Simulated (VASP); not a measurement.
Runs of VASP 6.6.1 on Ga4SbAs3. The structure is that of space group P-4m2 (No. 115), or close to it. The cells are those of the table. 

| cell | k mesh | smearing | gap on the mesh (eV) | pressure (GPa) | largest force (eV/Å) |
| --- | --- | --- | --- | --- | --- |
| a = 4.148, b = 4.148, c = 11.729 Å, 8 atoms | 4 × 4 × 2 | gaussian 0.1 eV | none | (a) | 0.03 |
| a = 4.152, b = 4.153, c = 11.718 Å, 8 atoms | 6 × 6 × 2 | gaussian 0.2 eV | none | 0.1 | 0.01 |
| a = 4.148, b = 4.148, c = 11.729 Å, 8 atoms | 10 × 10 × 4 | gaussian 0.1 eV | none | 0.1 | 0.01 |
| a = 4.148, b = 4.148, c = 11.729 Å, 8 atoms | 6 × 6 × 2 | gaussian 0.2 eV | none | 0.2 | 0.01 |

Alike in all rows: task single point; level PBE; potentials or basis VASP PAW PBE potentials, release 64 (Ga_d, Sb, As); no spin polarisation; cutoff (eV) 520.

Problem. Fill in the values left out.

Solution. (a) 0.4.

Caveats: some runs use coarse meshes; spin-orbit coupling is left out, which moves the levels of the heavy elements.

A k mesh can miss the band edges, and the runs leave out spin-orbit coupling on As, Ga, Sb.

A gap of «none» marks levels without a gap at the run's occupations.
